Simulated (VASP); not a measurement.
InSb: single point with r2SCAN+D3(BJ)

**Experimental background.**

“Electronic Structure and Epitaxy of CdTe Shells on InSb Nanowires”, 2021, arxiv:2111.05126 quotes, for a bulk crystal of InSb: band gap 0.24 eV.

The system is InSb.

```xyz
2
Lattice="0.0000 3.2846 3.2846 3.2846 0.0000 3.2846 3.2846 3.2846 0.0000" Properties=species:S:1:pos:R:3 pbc="T T T"
In    0.0000    0.0000    0.0000
Sb    4.9269    4.9269    4.9269
```

- Program: VASP 6.6.1
- Task: single point
- Functional: r2SCAN
- Dispersion: D3(BJ)
- Potentials or basis: VASP PAW PBE potentials, release 64 (In_d, Sb)
- Cutoff: 550 eV
- k mesh: 6 × 6 × 6
- Occupations: gaussian, width 0.05 eV
- Spin: no spin polarisation
- Dipole correction: no
- Further INCAR settings: ALGO = Normal; EDIFF = 1e-06; NBANDS = 16

The pressure is -0.9 GPa and the band gap on the k mesh is zero (filled and empty bands touch). The dispersion energy per atom is -0.152 eV.

Levels at points of the mesh, in eV from the Fermi level:
| k point | band 5 | band 6 | band 7 | band 8 | band 9 | band 10 | band 11 | band 12 | band 13 | band 14 |
| --- | --- | --- | --- | --- | --- | --- | --- | --- | --- | --- |
| (0.00, 0.00, 0.00) | -14.95 | -10.87 | -0.04 | -0.02 | -0.02 | -0.02 | 3.20 | 3.20 | 3.20 | 6.11 |
| (0.50, 0.00, 0.00) | -14.95 | -9.53 | -5.60 | -1.01 | -1.01 | 0.73 | 4.07 | 4.07 | 6.46 | 8.60 |
| (0.50, 0.50, 0.00) | -14.94 | -8.93 | -5.91 | -2.24 | -2.24 | 1.55 | 1.62 | 8.46 | 8.46 | 9.13 |

It took 2.8 min on 1 thread of Intel Xeon 8259CL (shared host), peak memory 0.23 GiB.

Against the measured gap of InSb, 0.24 eV (quoted in “Electronic Structure and Epitaxy of CdTe Shells on InSb Nanowires”, 2021, arxiv:2111.05126), the calculated 0.00 eV is off by -0.24 eV. Spin-orbit coupling on In, Sb is left out. The value is that of r2SCAN+D3(BJ) on a finite k mesh, which can miss the band edges, without temperature or zero-point motion.

Caveat: three body term missing; semilocal functionals underestimate gaps, so a narrow gap can read as zero; the PAW data sets were made with another functional, which shifts forces and pressure a little; spin-orbit coupling is left out, which moves the levels of the heavy elements.
